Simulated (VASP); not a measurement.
A run of VASP 6.6.1 is set up as follows.

The input INCAR:

```
SYSTEM = NaCl
  PREC = Accurate
  ENCUT = 520
  EDIFF = 1E-6
  ISMEAR = 0
  SIGMA = 0.05
  LREAL = .False.
  LASPH = .True.
  NELM = 100
  ALGO = Normal
  ISIF = 2
  LWAVE = .False.
  LCHARG = .False.
  GGA = PE
  NBANDS = 14
```

The input KPOINTS:

```
Automatic mesh
0
Gamma
  8 8 8
  0 0 0
```

The input POSCAR:

```
NaCl
1.0
    0.0000000000      2.8883850000      2.8317500000
    2.8317500000      0.0000000000      2.8317500000
    2.8317500000      2.8883850000      0.0000000000
Na Cl
1 1
Direct
    0.0000000000      0.0000000000      0.0000000000
    0.5000000000      0.5000000000      0.5000000000
```

Potentials or basis: VASP PAW PBE potentials, release 64 (Na_pv, Cl).

Run with:

```console
$ cat potpaw_PBE.64/Na_pv/POTCAR potpaw_PBE.64/Cl/POTCAR > POTCAR
$ mpirun -np 1 vasp_std > vasp.out
```

Problem. Estimate the band gap on the k mesh.

Solution. 4.98 eV, direct.

Problem. What does it give for the pressure?

Solution. -0.1 GPa.

Stress tensor (GPa, compression positive):
```
 0.16  0.00  0.00
 0.00 -0.51  0.00
 0.00  0.00  0.16
```

Caveat: the cell differs from its parent crystal (strain +0.0200 x Voigt [0, 1, 0, 0, 0, 0]). A k mesh can miss the band edges.
